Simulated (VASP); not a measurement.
## CuSi16 (a cell with a defect): relaxation of the atoms with PBE

The system is CuSi16 (a cell with a defect).

```
Si Cu
1.0
     0.00000    5.43000    5.43000
     5.43000    0.00000    5.43000
     5.43000    5.43000    0.00000
Si Cu
16 1
Direct
  0.00000 0.00000 0.00000
  0.12500 0.12500 0.12500
  0.00000 0.00000 0.50000
  0.12500 0.12500 0.62500
  0.00000 0.50000 0.00000
  0.12500 0.62500 0.12500
  0.00000 0.50000 0.50000
  0.12500 0.62500 0.62500
  0.50000 0.00000 0.00000
  0.62500 0.12500 0.12500
  0.50000 0.00000 0.50000
  0.62500 0.12500 0.62500
  0.50000 0.50000 0.00000
  0.62500 0.62500 0.12500
  0.50000 0.50000 0.50000
  0.62500 0.62500 0.62500
  0.75869 0.23974 0.24866
```

```
Program                : VASP 6.6.1
Task                   : relaxation of the atoms
Functional             : PBE
Potentials or basis    : VASP PAW PBE potentials, release 64 (Si, Cu)
Cutoff                 : 520 eV
k mesh                 : 2 × 2 × 2
Occupations            : fermi-dirac, width 0.02 eV
Spin                   : no spin polarisation
Dipole correction      : no
Charge                 : 1
Further INCAR settings : LREAL = Auto; ALGO = Normal; EDIFF = 1e-06; IBRION = 2; EDIFFG = -0.08; NSW = 45; NELECT = 74.0
```

```yaml
Energy_gained_by_relaxing: 6.6 meV/atom
Ionic_steps: 6
Largest_force_after_relaxing: 0.040 eV/Å
```

Forces on the atoms (eV/Å):
```
Si   0.036  0.003  0.018
Si  -0.026  0.026  0.014
Si  -0.004 -0.028  0.025
Si   0.000  0.006 -0.022
Si  -0.015  0.020 -0.009
Si   0.006 -0.020  0.006
Si   0.005 -0.003  0.007
Si   0.020 -0.005  0.002
Si  -0.032  0.021  0.002
Si  -0.013 -0.010 -0.022
Si   0.006 -0.015  0.024
Si   0.001  0.005 -0.015
Si  -0.005  0.005 -0.011
Si  -0.011  0.010 -0.019
Si   0.002  0.004 -0.005
Si   0.012 -0.008 -0.003
Cu   0.017 -0.011  0.008
```

The path:
| step | energy change (eV) | largest force (eV/Å) | pressure (GPa) |
| --- | --- | --- | --- |
| 1 | 0.0000 | 1.1043 | -0.28 |
| 2 | -0.1066 | 0.1978 | -0.75 |
| 3 | -0.1067 | 0.1933 | -0.73 |
| 4 | -0.1101 | 0.0820 | -0.74 |
| 5 | -0.1106 | 0.1052 | -0.74 |
| 6 | -0.1117 | 0.0402 | -0.74 |

Final structure:
```cif
data_structure
_symmetry_space_group_name_H-M 'P 1'
_symmetry_Int_Tables_number 1
_cell_length_a 7.6792
_cell_length_b 7.6792
_cell_length_c 7.6792
_cell_angle_alpha 60.000
_cell_angle_beta 60.000
_cell_angle_gamma 60.000
_cell_volume 320.21
loop_
_atom_site_label
_atom_site_type_symbol
_atom_site_fract_x
_atom_site_fract_y
_atom_site_fract_z
_atom_site_occupancy
Si1 Si 0.00291 0.99740 0.99749 1
Si2 Si 0.13277 0.12322 0.12225 1
Si3 Si 0.00302 0.99743 0.50192 1
Si4 Si 0.12357 0.12824 0.62422 1
Si5 Si 0.00315 0.50150 0.99762 1
Si6 Si 0.12366 0.62464 0.12764 1
Si7 Si 0.00019 0.49990 0.49991 1
Si8 Si 0.12368 0.62467 0.62432 1
Si9 Si 0.50244 0.99736 0.99951 1
Si10 Si 0.62175 0.12387 0.12292 1
Si11 Si 0.49784 0.99744 0.50215 1
Si12 Si 0.62226 0.12432 0.63049 1
Si13 Si 0.49790 0.50175 0.99762 1
Si14 Si 0.62327 0.62848 0.12435 1
Si15 Si 0.49791 0.50190 0.50247 1
Si16 Si 0.62694 0.62468 0.62432 1
Cu1 Cu 0.75543 0.24295 0.24947 1
```

Levels at points of the mesh, in eV from the Fermi level:
```
           k point  band 33  band 34  band 35  band 36  band 37  band 38  band 39  band 40  band 41  band 42
(0.00, 0.00, 0.00)    -0.73    -0.73    -0.53    -0.06    -0.02     0.01     0.70     0.70     0.72     0.74
(0.50, 0.00, 0.00)    -1.89    -0.82    -0.80    -0.61    -0.61     0.59     1.22     1.45     1.45     1.55
(0.00, 0.50, 0.00)    -1.89    -0.81    -0.79    -0.59    -0.58     0.59     1.22     1.46     1.46     1.56
(0.00, 0.00, 0.50)    -1.89    -0.82    -0.79    -0.61    -0.59     0.60     1.22     1.45     1.46     1.56
(0.50, 0.50, 0.50)    -1.89    -0.83    -0.79    -0.61    -0.59     0.59     1.22     1.45     1.45     1.55
(0.50, 0.50, 0.00)    -1.76    -1.40    -1.40    -1.35    -0.81     0.75     1.19     2.15     2.19     2.20
(0.00, 0.50, 0.50)    -1.75    -1.42    -1.38    -1.35    -0.81     0.75     1.19     2.15     2.19     2.19
(0.50, 0.00, 0.50)    -1.75    -1.41    -1.39    -1.35    -0.81     0.75     1.19     2.15     2.19     2.20
```

It took 25 min on 1 thread of Oxide Virtual Turin-like Processor, with other jobs on the host, peak memory 0.52 GiB.

Caveat: the k points lie up to 0.50 Å⁻¹ apart; the cell carries a net charge on a neutralising background, which shifts energy and pressure; the cell is charged against a uniform background, so pressure and absolute levels hang on convention; the relaxation stopped at a loose force limit of 0.08 eV/Å, so its end isn't a converged minimum.
